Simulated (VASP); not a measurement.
# Al9N in VASP: relaxation of the atoms with PBEsol

Aim: the relaxation of the atoms of Al9N with PBEsol.

Everything below comes from runs of VASP 6.6.1. Logs are shortened: lines on timing, memory, paths and dates and some standing lists are left out, and cuts for length are marked.

## Step 1: The cell of the first run

The cell holds a slab with vacuum, 10 atoms: a = 2.836 Å, b = 9.744 Å, c = 20.252 Å, α = 90.00°, β = 90.00°, γ = 98.37°.

## Step 2: Relaxation of the atoms, PBEsol

The input, INCAR:

```
SYSTEM = Al9N
PREC = Accurate
ENCUT = 520
EDIFF = 1E-7
ISMEAR = 0
SIGMA = 0.1
LREAL = .FALSE.
LASPH = .TRUE.
NELM = 80
ALGO = Fast
ISIF = 2
LWAVE = .FALSE.
LCHARG = .FALSE.
LDIPOL = .TRUE.
IDIPOL = 3
DIPOL = 0.5 0.5 0.332
GGA = PS
IBRION = 2
NSW = 36
EDIFFG = -0.025
```

The input, KPOINTS:

```
regular mesh
0
G
  9 3 1
  0 0 0
```

The input, POSCAR:

```
Al9N
1.0
    2.8360890836      0.0000000000      0.0000000000
   -1.4180445418      9.6401013232      0.0000000000
    0.0000000000      0.0000000000     20.2523775136
Al N
9 1
Selective dynamics
Direct
    0.5324569575      0.0649139150      0.1975076752  F F F
    0.6709806898      0.3419613796      0.2463716781  F F F
    0.2986854362      0.5973708725      0.2561444786  F F F
    0.9263901827      0.8527803654      0.2659172793  F F F
    0.0640247854      0.1277465523      0.3150759955  F F F
    0.2000840310      0.4041004175      0.3702277332  F F F
    0.8287416372      0.6594765630      0.3778305230  F F F
    0.4529560437      0.9112537656      0.3867831574  F F F
    0.5925587481      0.1816395522      0.4321654338  F F F
    0.5925587481      0.9316395522      0.4723600127  F F T
```

Potentials or basis: VASP PAW PBE potentials, release 64 (Al, N).

Started as:

```console
> cat potpaw_PBE.64/Al/POTCAR potpaw_PBE.64/N/POTCAR > POTCAR
> mpirun -np 1 vasp_std > vasp.out
```

OUTCAR:

```text
SYSTEM = Al9N
   PREC = Accurate
   ENCUT = 520
   EDIFF = 1E-7
   ISMEAR = 0
   LREAL = .FALSE.
   LASPH = .TRUE.
   NELM = 80
   ISIF = 2
   GGA = PS
   IBRION = 2
   NSW = 36
   EDIFFG = -0.025

 ion  position               nearest neighbor table
   1  0.532  0.065  0.198-   5 2.84   5 2.84   2 2.85   4 2.85   4 2.85
   2  0.671  0.342  0.246-   3 2.85   3 2.85   1 2.85   5 2.87   5 2.87   6 2.94   6 2.95
   3  0.299  0.597  0.256-   2 2.85   2 2.85   4 2.85   4 2.85   7 2.90   7 2.91   6 2.97
   4  0.926  0.853  0.266-   5 2.83   3 2.85   3 2.85   1 2.85   1 2.85   8 2.88   8 2.89   7 2.93

   5  0.064  0.128  0.315-   9 2.81   9 2.81   4 2.83   1 2.84   1 2.84   2 2.87   2 2.87   6 2.89
                             8 2.91   8 2.92
   6  0.200  0.404  0.370-   7 2.84   7 2.85   9 2.86   9 2.87   5 2.89   2 2.94   2 2.95   3 2.97

   7  0.829  0.659  0.378-   8 2.81   8 2.82   6 2.84   6 2.85   3 2.90   3 2.91   4 2.93
   8  0.453  0.911  0.387-  10 1.78   9 2.76   7 2.81   7 2.82   4 2.88   4 2.89   5 2.91   5 2.92

   9  0.593  0.182  0.432-  10 2.57   8 2.76   5 2.81   5 2.81   6 2.86   6 2.87
  10  0.593  0.932  0.472-   8 1.78   9 2.57

  LATTYP: Found a base centered orthorhombic cell.
 ALAT       =     2.8360890836
 B/A-ratio  =     6.7981653883
 C/A-ratio  =     7.1409525289

  Lattice vectors:

 A1 = (   1.4180445418,  -9.6401013232,   0.0000000000)
 A2 = (   1.4180445418,   9.6401013232,   0.0000000000)
 A3 = (   0.0000000000,   0.0000000000,  20.2523775136)

Analysis of symmetry for initial positions (statically):
=====================================================================
 Subroutine PRICEL returns:
 Original cell was already a primitive cell.

 Routine SETGRP: Setting up the symmetry group for a
 base centered orthorhombic supercell.

 Subroutine GETGRP returns: Found  1 space group operations
 (whereof  1 operations were pure point group operations)
 out of a pool of  8 trial point group operations.

The static configuration has the point symmetry C_1 .

Analysis of symmetry for dynamics (positions and initial velocities):
=====================================================================
 Subroutine PRICEL returns:
 Original cell was already a primitive cell.

 Routine SETGRP: Setting up the symmetry group for a
 base centered orthorhombic supercell.

 Subroutine GETGRP returns: Found  1 space group operations
 (whereof  1 operations were pure point group operations)
 out of a pool of  8 trial point group operations.

The dynamic configuration has the point symmetry C_1 .

Analysis of constrained symmetry for selective dynamics:
=====================================================================
 Subroutine PRICEL returns:
 Original cell was already a primitive cell.

 Routine SETGRP: Setting up the symmetry group for a
 base centered orthorhombic supercell.

 Subroutine GETGRP returns: Found  1 space group operations
 (whereof  1 operations were pure point group operations)
 out of a pool of  8 trial point group operations.

The constrained configuration has the point symmetry C_1 .

 Subroutine INISYM returns: Found  1 space group operations
 (whereof  1 operations are pure point group operations),
 and found     1 'primitive' translations

----------------------------------------------------------------------------------------

                                     Primitive cell

  volume of cell :     553.7038

  direct lattice vectors                    reciprocal lattice vectors
     2.836089084  0.000000000  0.000000000     0.352598233  0.051866675  0.000000000
    -1.418044542  9.640101323  0.000000000     0.000000000  0.103733350  0.000000000
[... 142 lines left out ...]
   LRPA    =     F    only Hartree local field effects (RPA)
 conjugate gradient relaxation of ions
 non-spin polarized calculation
 RMM-DIIS sequential band-by-band and
 Gauss-broadening in eV      SIGMA  =   0.10
  energy-cutoff  :      520.00
  volume of cell :      553.70
 maximum number of plane-waves:     14935
 NGX is ok and might be reduce to    24
   NGX = 11   NGY = 37   NGZ = 75

--------------------------------------- Ionic step        1  -------------------------------------------

 number of electron      32.0000000 magnetization

 Free energy of the ion-electron system (eV)
  ---------------------------------------------------
  ext. energy  EPLUGINS =         0.00000000
  ---------------------------------------------------
  free energy    TOTEN  =       -39.46558948 eV

  energy without entropy =      -39.43973225  energy(sigma->0) =      -39.45266087

------------------------ aborting loop because EDIFF is reached ----------------------------------------

  FORCE on cell =-STRESS in cart. coord.  units (eV):
  Direction    XX          YY          ZZ          XY          YZ          ZX
  --------------------------------------------------------------------------------------
  -------------------------------------------------------------------------------------
  Total       -7.9970482     -8.0882315      0.7584450      1.1285589      1.7773142      0.5590245
  in kB      -23.1399711    -23.4038160      2.1946092      3.2655573      5.1427724      1.6175731
  external PRESSURE =     -14.7830593 kB  Pullay stress =       0.0000000 kB

 VOLUME and BASIS-vectors are now :
 -----------------------------------------------------------------------------
  energy-cutoff  :      520.00
  volume of cell :      553.70
      direct lattice vectors                 reciprocal lattice vectors
     2.836089084  0.000000000  0.000000000     0.352598233  0.051866675  0.000000000
    -1.418044542  9.640101323  0.000000000     0.000000000  0.103733350  0.000000000
     0.000000000  0.000000000 20.252377514     0.000000000  0.000000000  0.049376919

 POSITION                                       TOTAL-FORCE (eV/Angst)
 -----------------------------------------------------------------------------------
      1.41804      0.62578      4.00000        -0.001066      0.109762     -0.009872
      1.41804      3.29654      4.98961        -0.026954      0.087865      0.006088
     -0.00000      5.75872      5.18753        -0.024077      0.001708     -0.024585
      1.41804      8.22089      5.38546         0.044768     -0.208671     -0.036278
      0.00043      1.23149      6.38104         0.060790     -0.008167     -0.046501
     -0.00558      3.89557      7.49799         0.018873      0.226551      0.053543
      1.41522      6.35742      7.65197        -0.015591     -0.285230     -0.013171
     -0.00757      8.78458      7.83328        -0.517066     -0.457093     -0.602900
      1.42298      1.75102      8.75238         0.223271     -1.264866      0.767136
      0.35944      8.98110      9.56641         0.237052      1.798141     -0.093462
 -----------------------------------------------------------------------------------
    total drift:                                0.000022      0.000062     -0.000195

  FREE ENERGIE OF THE ION-ELECTRON SYSTEM (eV)
  ---------------------------------------------------
  free  energy   TOTEN  =       -39.4655894827 eV

  energy  without entropy=      -39.4397322508  energy(sigma->0) =      -39.45266087

--------------------------------------- Ionic step        2  -------------------------------------------

 number of electron      32.0000001 magnetization

 dipolmoment           0.000000      0.000000      0.214469 electrons x Angstroem

 Free energy of the ion-electron system (eV)
  ---------------------------------------------------
  ext. energy  EPLUGINS =         0.00000000
  ---------------------------------------------------
  free energy    TOTEN  =       -39.46579810 eV

  energy without entropy =      -39.44000979  energy(sigma->0) =      -39.45290395

 E-fermi :  -1.3265     XC(G=0):  -3.8481

 val. band max:       -1.3694128537   @ k =   0.1111   0.0000   0.0000
 cond. band min:      -1.3008653789   @ k =  -0.4444   0.3333   0.0000
 fundamental gap:      0.0685474748
 Fermi energy:        -1.3265041085

 k-point     1 :       0.0000    0.0000    0.0000
  band No.  band energies     occupation
      1     -14.6014      2.00000
      2     -11.3559      2.00000
      3      -9.9038      2.00000
      4      -9.7491      2.00000
      5      -8.8546      2.00000
      6      -7.2854      2.00000
[... 339 lines left out ...]
     21       1.0830      0.00000
     22       1.4096      0.00000

------------------------ aborting loop because EDIFF is reached ----------------------------------------

 vacuum level on the upper side and lower side of the slab       (xc-potential included)         0.675        -0.707

  FORCE on cell =-STRESS in cart. coord.  units (eV):
  Direction    XX          YY          ZZ          XY          YZ          ZX
  --------------------------------------------------------------------------------------
  -------------------------------------------------------------------------------------
  Total       -7.9896884     -8.0874674      0.9271338      1.1329011      1.7871849      0.5941955
  in kB      -23.1186752    -23.4016050      2.6827211      3.2781218      5.1713341      1.7193427
  external PRESSURE =     -14.6125197 kB  Pullay stress =       0.0000000 kB

 VOLUME and BASIS-vectors are now :
 -----------------------------------------------------------------------------
  energy-cutoff  :      520.00
  volume of cell :      553.70
      direct lattice vectors                 reciprocal lattice vectors
     2.836089084  0.000000000  0.000000000     0.352598233  0.051866675  0.000000000
    -1.418044542  9.640101323  0.000000000     0.000000000  0.103733350  0.000000000
     0.000000000  0.000000000 20.252377514     0.000000000  0.000000000  0.049376919

 POSITION                                       TOTAL-FORCE (eV/Angst)
 -----------------------------------------------------------------------------------
      1.41804      0.62578      4.00000        -0.000884      0.109749     -0.010276
      1.41804      3.29654      4.98961        -0.027051      0.087944      0.005712
     -0.00000      5.75872      5.18753        -0.023958      0.001431     -0.024344
      1.41804      8.22089      5.38546         0.045088     -0.208506     -0.036729
      0.00043      1.23149      6.38104         0.060668     -0.007443     -0.048078
     -0.00558      3.89557      7.49799         0.018761      0.226894      0.053306
      1.41522      6.35742      7.65197        -0.015719     -0.286065     -0.013078
     -0.00757      8.78458      7.83328        -0.539278     -0.467637     -0.693667
      1.42298      1.75102      8.75238         0.223950     -1.266318      0.765213
      0.35944      8.98110      9.56190         0.258424      1.809952      0.001941
 -----------------------------------------------------------------------------------
    total drift:                                0.000021      0.000124      0.000061

  FREE ENERGIE OF THE ION-ELECTRON SYSTEM (eV)
  ---------------------------------------------------
  free  energy   TOTEN  =       -39.4657981039 eV

  energy  without entropy=      -39.4400097873  energy(sigma->0) =      -39.45290395

 reached required accuracy - stopping structural energy minimisation

 vacuum level on the upper side and lower side of the slab         4.357         2.939
```

Run time: 14 min. Hardware: 1 thread of Oxide Virtual Turin-like, shared host; peak memory 0.63 GiB.

Results:

| Property | Result |
| --- | --- |
| Free energy | -39.4658 eV |
| Energy gained by relaxing | 0.0 meV/atom |
| Ionic steps | 2 |
| Band gap on the k mesh | zero (bands 16 and 17 overlap by 0.56 eV) |

Step by step:
```tsv
step	energy change (eV)	largest force on free atoms (eV/Å)	pressure (GPa)
1	0.0000	0.0935	-1.48
2	-0.0002	0.0019	-1.46
```

Final structure:
```
Al N
1.0
     2.83609    0.00000    0.00000
    -1.41804    9.64010    0.00000
     0.00000    0.00000   20.25238
Al N
9 1
Direct
  0.53246 0.06491 0.19751
  0.67098 0.34196 0.24637
  0.29869 0.59737 0.25614
  0.92639 0.85278 0.26592
  0.06402 0.12775 0.31508
  0.20008 0.40410 0.37023
  0.82874 0.65948 0.37783
  0.45296 0.91125 0.38678
  0.59256 0.18164 0.43217
  0.59256 0.93164 0.47214
```

Caveat: the PAW data sets were made with another functional, which shifts forces and pressure a little.

The gap in the log of VASP goes by the Fermi energy; the results here count the filled bands.